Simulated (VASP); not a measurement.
# Hf (Fm-3m) in VASP: further runs

Runs on Hf. Level: PBEsol. Tasks: single point.

All numbers are computed with VASP 6.6.1; they aren't measurements. Logs are shortened: lines on timing, memory, paths and dates and some standing lists are left out, and cuts for length are marked.

## Step 1: The cell of the first run

The structure is cubic, space group Fm-3m (No. 225). Conventional cell: a = 4.349 Å, b = 4.349 Å, c = 4.349 Å, α = 90.00°, β = 90.00°, γ = 90.00°. Within 4.0 Å of Hf (site symmetry m-3m) lie 12 Hf at 3.08 Å.

## Step 2: Single point, PBEsol

INCAR

```
SYSTEM = Hf
PREC = Accurate
ENCUT = 520
EDIFF = 1E-6
ISMEAR = -1
SIGMA = 0.05
LREAL = .False.
LASPH = .True.
NELM = 100
ALGO = Normal
ISIF = 2
LWAVE = .False.
LCHARG = .True.
GGA = PS
LELF = .True.
LVHAR = .True.
NBANDS = 11
```

KPOINTS

```
Automatic mesh
0
Gamma
  10 10 10
  0 0 0
```

POSCAR

```
Hf
1.0
    0.0000000000      2.1746811613      2.1746811613
    2.1746811613      0.0000000000      2.1746811613
    2.1746811613      2.1746811613      0.0000000000
Hf
1
Direct
    0.0000000000      0.0000000000      0.0000000000
```

Potentials or basis: VASP PAW PBE potentials, release 64 (Hf_pv).

Run with:

```console
$ cat potpaw_PBE.64/Hf_pv/POTCAR > POTCAR
$ mpirun -np 1 vasp_std > vasp.out
```

OUTCAR:

```text
SYSTEM = Hf
   PREC = Accurate
   ENCUT = 520
   EDIFF = 1E-6
   ISMEAR = -1
   LREAL = .False.
   LASPH = .True.
   NELM = 100
   ISIF = 2
   GGA = PS

 ion  position               nearest neighbor table
   1  0.000  0.000  0.000-

  LATTYP: Found a face centered cubic cell.
 ALAT       =     4.3493623226

  Lattice vectors:

 A1 = (   0.0000000000,   2.1746811613,   2.1746811613)
 A2 = (   2.1746811613,   0.0000000000,   2.1746811613)
 A3 = (   2.1746811613,   2.1746811613,   0.0000000000)

Analysis of symmetry for initial positions (statically):
=====================================================================
 Subroutine PRICEL returns:
 Original cell was already a primitive cell.

 Routine SETGRP: Setting up the symmetry group for a
 face centered cubic supercell.

 Subroutine GETGRP returns: Found 48 space group operations
 (whereof 48 operations were pure point group operations)
 out of a pool of 48 trial point group operations.

The static configuration has the point symmetry O_h .

Analysis of symmetry for dynamics (positions and initial velocities):
=====================================================================
 Subroutine PRICEL returns:
 Original cell was already a primitive cell.

 Routine SETGRP: Setting up the symmetry group for a
 face centered cubic supercell.

 Subroutine GETGRP returns: Found 48 space group operations
 (whereof 48 operations were pure point group operations)
 out of a pool of 48 trial point group operations.

The dynamic configuration has the point symmetry O_h .

 Subroutine INISYM returns: Found 48 space group operations
 (whereof 48 operations are pure point group operations),
 and found     1 'primitive' translations

----------------------------------------------------------------------------------------

                                     Primitive cell

  volume of cell :      20.5692

  direct lattice vectors                    reciprocal lattice vectors
     0.000000000  2.174681161  2.174681161    -0.229918762  0.229918762  0.229918762
     2.174681161  0.000000000  2.174681161     0.229918762 -0.229918762  0.229918762
     2.174681161  2.174681161  0.000000000     0.229918762  0.229918762 -0.229918762

  length of vectors
     3.075463592  3.075463592  3.075463592     0.398230977  0.398230977  0.398230977

  position of ions in fractional coordinates (direct lattice)
     0.000000000  0.000000000  0.000000000

  ion indices of the primitive-cell ions
   primitive index   ion index
                 1           1

----------------------------------------------------------------------------------------

 KPOINTS: Automatic mesh

Automatic generation of k-mesh.
 Grid dimensions read from file:
 generate k-points for:   10   10   10

 Generating k-lattice:

  Cartesian coordinates                     Fractional coordinates (reciprocal lattice)
    -0.022991876  0.022991876  0.022991876     0.100000000  0.000000000  0.000000000
     0.022991876 -0.022991876  0.022991876     0.000000000  0.100000000  0.000000000
     0.022991876  0.022991876 -0.022991876     0.000000000  0.000000000  0.100000000

  Length of vectors
     0.039823098  0.039823098  0.039823098

  Shift w.r.t. Gamma in fractional coordinates (k-lattice)
     0.000000000  0.000000000  0.000000000

 Subroutine IBZKPT returns following result:
 ===========================================

 Found     47 irreducible k-points:

 Following reciprocal coordinates:
            Coordinates               Weight
  0.000000  0.000000  0.000000      1.000000
  0.100000  0.000000  0.000000      8.000000
  0.200000  0.000000  0.000000      8.000000
  0.300000  0.000000  0.000000      8.000000
  0.400000  0.000000  0.000000      8.000000
  0.500000  0.000000  0.000000      4.000000
[... 16 lines left out ...]
  0.300000  0.300000  0.000000      6.000000
  0.400000  0.300000  0.000000     24.000000
 [... further k-points ...]
   k-points           NKPTS =     47   k-points in BZ     NKDIM =     47   number of bands    NBANDS=     11
   number of dos      NEDOS =    301   number of ions     NIONS =      1
   total plane-waves  NPLWV =  13824
   dimension x,y,z NGX =    24 NGY =   24 NGZ =   24
   dimension x,y,z NGXF=    48 NGYF=   48 NGZF=   48
   ions per type =               1
   NGX,Y,Z   is equivalent  to a cutoff of  12.97, 12.97, 12.97 a.u.
   NGXF,Y,Z  is equivalent  to a cutoff of  25.95, 25.95, 25.95 a.u.
 SYSTEM =  Hf
   PREC   = accura    normal or accurate (medium, high low for compatibility)
   ISTART =      0    job   : 0-new  1-cont  2-samecut
   ICHARG =      2    charge: 1-file 2-atom 10-const
   ISPIN  =      1    spin polarized calculation?
   LNONCOLLINEAR =      F non collinear calculations
   LSORBIT =      F    spin-orbit coupling
   LASPH  =      T    aspherical Exc in radial PAW
   ENCUT  =  520.0 eV  38.22 Ry    6.18 a.u.   5.72  5.72  5.72*2*pi/ulx,y,z
   NELM   =    100;   NELMIN=  2; NELMDL= -5     # of ELM steps
   EDIFF  = 0.1E-05   stopping-criterion for ELM
   LREAL  =      F    real-space projection
   EDIFFG = 0.1E-04   stopping-criterion for IOM
   NSW    =      0    number of steps for IOM
   IBRION =     -1    ionic relax: 0-MD 1-quasi-New 2-CG
   NFREE  =      0    steps in history (QN), initial steepest desc. (CG)
   ISIF   =      2    stress and relaxation
   ISYM   =      2    0-nonsym 1-usesym 2-fastsym
   POTIM  = 0.5000    time-step for ionic-motion
   TEBEG  =    0.0;   TEEND  =   0.0 temperature during run
   PSTRESS=    0.0 pullay stress
   NELECT =      10.0000    total number of electrons
   NUPDOWN=      -1.0000    fix difference up-down
   EMIN   =  10.00;   EMAX   =-10.00  energy-range for DOS
   EFERMI =   0.00;   METHOD = LEGACY
   ISMEAR =    -1;   SIGMA  =   0.05  broadening in eV -4-tet -1-fermi 0-gaus
   EFERMI_NEDOS =   21; number of points for ismear=-14 and -15
   IALGO  =     38    algorithm
   IMIX   =      4    mixing-type and parameters
     AMIX     =   0.40;   BMIX     =  1.00
     AMIX_MAG =   1.60;   BMIX_MAG =  1.00
  volume/ion in A,a.u.               =      20.57       138.81
  Fermi-wavevector in a.u.,A,eV,Ry     =   1.287269  2.432585 22.545683  1.657061
  Thomas-Fermi vector in A             =   2.419293
   LORBIT       =      0    0 simple, 1 ext, 2 COOP (PROOUT), +10 PAW based schemes
   GGA     = PS    functional components
   LHFCALC =     F    Hartree Fock is set to
   AEXX    =    0.0000 exact exchange contribution
   IVDW    =     0    specifies the selected vdW correction
   LEPSILON=     F    determine dielectric tensor
   LRPA    =     F    only Hartree local field effects (RPA)
 non-spin polarized calculation
  energy-cutoff  :      520.00
  volume of cell :       20.57
 maximum number of plane-waves:       568
   NGX = 11   NGY = 11   NGZ = 11

 number of electron      10.0000001 magnetization

 Free energy of the ion-electron system (eV)
  ---------------------------------------------------
  ext. energy  EPLUGINS =         0.00000000
  ---------------------------------------------------
  free energy    TOTEN  =       -10.42733503 eV

  energy without entropy =      -10.41684917  energy(sigma->0) =      -10.42209210

 E-fermi :   5.1818     XC(G=0): -11.7824

 val. band max:        5.1756425470   @ k =   0.3000   0.0000   0.0000
 cond. band min:       5.2614001010   @ k =  -0.3000   0.2000   0.0000
 fundamental gap:      0.0857575540
 Fermi energy:         5.1818346141

 k-point     1 :       0.0000    0.0000    0.0000
  band No.  band energies     occupation
      1     -24.4742      2.00000
      2     -24.4742      2.00000
      3     -24.4742      2.00000
      4      -2.3223      2.00000
      5       6.5979      0.00000
      6       6.5979      0.00000
      7       6.5979      0.00000
      8       9.6958      0.00000
      9       9.6958      0.00000
     10      16.8326      0.00000
     11      18.5158      0.00000

 k-point     2 :       0.1000    0.0000    0.0000
  band No.  band energies     occupation
      1     -24.5859      2.00000
      2     -24.4880      2.00000
      3     -24.4880      2.00000
      4      -1.9393      2.00000
      5       6.2274      0.00000
      6       6.7735      0.00000
      7       6.7735      0.00000
      8       9.5030      0.00000
      9       9.5030      0.00000
     10      17.6499      0.00000
     11      18.5135      0.00000

 k-point     3 :       0.2000    0.0000    0.0000
  band No.  band energies     occupation
      1     -24.8690      2.00000
      2     -24.5237      2.00000
      3     -24.5237      2.00000
      4      -0.9174      2.00000
      5       5.5233      0.00216
      6       7.0248      0.00000
      7       7.0248      0.00000
      8       9.4014      0.00000
      9       9.4014      0.00000
     10      17.7039      0.00000
     11      18.5205      0.00000

 k-point     4 :       0.3000    0.0000    0.0000
  band No.  band energies     occupation
      1     -25.2024      2.00000
      2     -24.5675      2.00000
      3     -24.5675      2.00000
      4       0.3170      2.00000
      5       5.1756      1.06184
      6       6.8287      0.00000
      7       6.8287      0.00000
      8      10.1727      0.00000
      9      10.1727      0.00000
     10      16.3554      0.00000
     11      18.5134      0.00000

 k-point     5 :       0.4000    0.0000    0.0000
  band No.  band energies     occupation
      1     -25.4603      2.00000
      2     -24.6025      2.00000
      3     -24.6025      2.00000
      4       1.0953      2.00000
      5       5.6162      0.00034
      6       6.4798      0.00000
      7       6.4798      0.00000
      8      11.4215      0.00000
      9      11.4215      0.00000
     10      15.6177      0.00000
     11      18.0071      0.00000

 k-point     6 :       0.5000    0.0000    0.0000
  band No.  band energies     occupation
      1     -25.5563      2.00000
      2     -24.6158      2.00000
      3     -24.6158      2.00000
      4       1.2823      2.00000
      5       6.0909      0.00000
      6       6.3352      0.00000
      7       6.3352      0.00000
      8      12.0871      0.00000
      9      12.0871      0.00000
     10      15.6457      0.00000
     11      16.4455      0.00000

 k-point     7 :       0.1000    0.1000    0.0000
  band No.  band energies     occupation
      1     -24.5837      2.00000
      2     -24.5120      2.00000
      3     -24.5120      2.00000
      4      -1.8112      2.00000
      5       6.0184      0.00000
      6       6.9053      0.00000
      7       6.9053      0.00000
      8       8.9416      0.00000
      9       9.8832      0.00000
     10      17.9588      0.00000
     11      18.5140      0.00000

 k-point     8 :       0.2000    0.1000    0.0000
  band No.  band energies     occupation
      1     -24.7939      2.00000
      2     -24.5560      2.00000
      3     -24.5395      2.00000
      4      -0.9943      2.00000
      5       5.4049      0.02282
      6       7.1269      0.00000
      7       7.2436      0.00000
      8       8.4709      0.00000
      9      10.0323      0.00000
     10      18.5041      0.00000
     11      18.9377      0.00000
[... 141 lines left out ...]
 k-point    19 :       0.5000    0.2000    0.0000
  band No.  band energies     occupation
      1     -25.4126      2.00000
      2     -24.8359      2.00000
      3     -24.7017      2.00000
      4       2.3283      2.00000
      5       4.3171      2.00000
      6       5.6961      0.00007
      7       7.6503      0.00000
      8      12.2294      0.00000
      9      12.4622      0.00000
     10      15.0055      0.00000
     11      18.5285      0.00000

 k-point    20 :      -0.4000    0.2000    0.0000
  band No.  band energies     occupation
      1     -25.4157      2.00000
      2     -24.8927      2.00000
      3     -24.6703      2.00000
      4       2.5391      2.00000
      5       4.4589      2.00000
      6       5.7423      0.00003
      7       7.4573      0.00000
      8      11.2247      0.00000
      9      12.9721      0.00000
     10      15.3811      0.00000
     11      18.5297      0.00000

 k-point    21 :      -0.3000    0.2000    0.0000
  band No.  band energies     occupation
      1     -25.3068      2.00000
      2     -24.8806      2.00000
      3     -24.6170      2.00000
      4       2.1662      2.00000
      5       4.8060      1.99891
      6       5.2614      0.33840
      7       7.5444      0.00000
      8       9.6774      0.00000
      9      13.1192      0.00000
     10      16.7237      0.00000
     11      18.5366      0.00000

 k-point    22 :      -0.2000    0.2000    0.0000
  band No.  band energies     occupation
      1     -25.1489      2.00000
      2     -24.7776      2.00000
      3     -24.5618      2.00000
      4       1.0203      2.00000
      5       4.7944      1.99914
      6       5.9806      0.00000
      7       7.8669      0.00000
      8       8.3816      0.00000
      9      11.9638      0.00000
     10      18.1924      0.00000
     11      18.5827      0.00000

 k-point    23 :       0.3000    0.3000    0.0000
  band No.  band energies     occupation
      1     -25.1666      2.00000
      2     -24.7294      2.00000
      3     -24.7294      2.00000
      4       1.0910      2.00000
      5       3.7193      2.00000
      6       6.3248      0.00000
      7       9.3086      0.00000
      8       9.3086      0.00000
      9      11.1340      0.00000
     10      18.5054      0.00000
     11      20.8108      0.00000

 k-point    24 :       0.4000    0.3000    0.0000
  band No.  band energies     occupation
      1     -25.3038      2.00000
      2     -24.8077      2.00000
      3     -24.7720      2.00000
      4       1.7142      2.00000
      5       3.4373      2.00000
      6       6.1569      0.00000
      7       9.5877      0.00000
      8      10.7180      0.00000
      9      11.9212      0.00000
     10      17.8893      0.00000
     11      18.5500      0.00000

 [... further k-points ...]
[... 5 lines left out ...]
  --------------------------------------------------------------------------------------
  -------------------------------------------------------------------------------------
  Total        0.6750971      0.6750971      0.6750971     -0.0000000     -0.0000000      0.0000000
  in kB       52.5847812     52.5847812     52.5847812     -0.0000000     -0.0000000      0.0000000
  external PRESSURE =      52.5847812 kB  Pullay stress =       0.0000000 kB

 VOLUME and BASIS-vectors are now :
 -----------------------------------------------------------------------------
  energy-cutoff  :      520.00
  volume of cell :       20.57
      direct lattice vectors                 reciprocal lattice vectors
     0.000000000  2.174681161  2.174681161    -0.229918762  0.229918762  0.229918762
     2.174681161  0.000000000  2.174681161     0.229918762 -0.229918762  0.229918762
     2.174681161  2.174681161  0.000000000     0.229918762  0.229918762 -0.229918762

 POSITION                                       TOTAL-FORCE (eV/Angst)
 -----------------------------------------------------------------------------------
      0.00000      0.00000      0.00000         0.000000     -0.000000     -0.000000
 -----------------------------------------------------------------------------------
    total drift:                               -0.000000      0.000000      0.000000

  FREE ENERGIE OF THE ION-ELECTRON SYSTEM (eV)
  ---------------------------------------------------
  free  energy   TOTEN  =       -10.4273350314 eV

  energy  without entropy=      -10.4168491692  energy(sigma->0) =      -10.42209210
```

It took 5 s on 1 thread of Intel Xeon 6975P-C (Granite Rapids), shared host; peak memory 0.13 GiB.

Results:

```
Free energy            : -10.4273 eV
Pressure               : 5.3 GPa
Band gap on the k mesh : zero (band 5 reaches 6.60 eV, above the bottom of band 6 at 4.78 eV)
```

Levels at points of the mesh, in eV from the Fermi level:
| k point | band 3 | band 4 | band 5 | band 6 | band 7 | band 8 |
| --- | --- | --- | --- | --- | --- | --- |
| (0.00, 0.00, 0.00) | -29.66 | -7.50 | 1.42 | 1.42 | 1.42 | 4.51 |
| (0.50, 0.00, 0.00) | -29.80 | -3.90 | 0.91 | 1.15 | 1.15 | 6.91 |
| (0.50, 0.50, 0.00) | -30.04 | -3.64 | -2.45 | 3.03 | 6.92 | 7.62 |

Caveat: the PAW data sets were made with another functional, which shifts forces and pressure a little; spin-orbit coupling is left out, which moves the levels of the heavy elements.

(Continued in part 2 of 2.)
